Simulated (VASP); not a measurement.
Wanted: the native input for a VASP 6.6.1 run.

- Task: single point
- Functional: PBE
- Dispersion: D3(BJ)
- Potentials or basis: VASP PAW PBE potentials, release 64 (Si)
- Cutoff: 520 eV
- k mesh: 30 × 30 × 30
- Occupations: gaussian, width 0.15 eV
- Spin: no spin polarisation
- Dipole correction: no
- Further INCAR settings: ALGO = Normal; EDIFF = 1e-07; NBANDS = 8

The structure of Si lies in POSCAR:

```
Si
1.0
    0.0000000000      2.0646241897      1.6104068680
    2.0646241897      0.0000000000      1.6104068680
    2.0646241897      2.0646241897      0.0000000000
Si
1
Direct
    0.0000000000      0.0000000000      0.0000000000
```

This cell differs from its parent crystal: ratio of the length along z to the lengths across it x 0.78, volume and fractional coordinates fixed.

One way to write it, as run:

INCAR

```
SYSTEM = Si
PREC = Accurate
ENCUT = 520
EDIFF = 1E-7
ISMEAR = 0
SIGMA = 0.15
LREAL = .FALSE.
LASPH = .TRUE.
NELM = 80
ALGO = Normal
ISIF = 2
LWAVE = .FALSE.
LCHARG = .FALSE.
GGA = PE
IVDW = 12
NBANDS = 8
```

KPOINTS

```
Automatic mesh
0
G
  30 30 30
  0 0 0
```

Potentials or basis: VASP PAW PBE potentials, release 64 (Si).

Command:

```bash
$ cat potpaw_PBE.64/Si/POTCAR > POTCAR
$ mpirun -np 1 vasp_std > vasp.out
```

Results of the run:

- Pressure: 0.7 GPa
- Band gap on the k mesh: zero (bands 2 and 3 overlap by 15.93 eV)
- Dispersion energy per atom: -0.452 eV

It took 2.6 min on 1 thread of Intel Xeon 8259CL (shared host), peak memory 0.3 GiB.
